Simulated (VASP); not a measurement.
Write the native input for VASP 6.6.1 that does the following.

- Task: single point
- Functional: PBE
- Potentials or basis: VASP PAW PBE potentials, release 64 (Si, Sn_d)
- Cutoff: 520 eV
- k mesh: 4 × 4 × 4
- Occupations: gaussian, width 0.1 eV
- Spin: no spin polarisation
- Dipole correction: no
- Further INCAR settings: ALGO = Normal; EDIFF = 1e-07; NBANDS = 21

The structure of Si3Sn lies in POSCAR:

```
Si3Sn
1.0
    3.6152572390      0.0000000000      0.0000000000
    0.0000000000      3.6152572390      0.0000000000
    0.0000000000      0.0000000000      7.1844656480
Si Sn
3 1
Direct
    0.0000000000      0.0000000000      0.6788771822
    0.0000000000      0.0000000000      0.3211228178
    0.0000000000      0.0000000000      0.0000000000
    0.5000000000      0.5000000000      0.5000000000
```

The cell was built from a structure type or drawn by symmetry, and may not be a known phase.

These files were run (other wordings do the same):

INCAR

```
  PREC = Accurate
  ENCUT = 520
  EDIFF = 1E-7
  ISMEAR = 0
  SIGMA = 0.1
  LREAL = False
  LASPH = True
  NELM = 80
  ALGO = Normal
  ISIF = 2
  LWAVE = False
  LCHARG = False
  GGA = PE
  NBANDS = 21
```

KPOINTS

```
Automatic mesh
0
Gamma
  4 4 4
```

Potentials or basis: VASP PAW PBE potentials, release 64 (Si, Sn_d).

Launch:

```sh
$ cat potpaw_PBE.64/Si/POTCAR potpaw_PBE.64/Sn_d/POTCAR > POTCAR
$ mpirun -np 1 vasp_std > vasp.out
```

It gave:

```
Pressure               : 0.0 GPa
Largest force          : 0.011 eV/Å
Band gap on the k mesh : zero (bands 13 and 14 overlap by 3.40 eV)
```

Caveat: the k points lie up to 0.43 Å⁻¹ apart, too coarse for converged energies and pressures of a metal; spin-orbit coupling is left out, which moves the levels of the heavy elements.

Run time: 20 s on 1 thread of AMD EPYC 9R45 96-Core Processor (Zen 5), with other jobs on the host, peak memory 0.17 GiB.
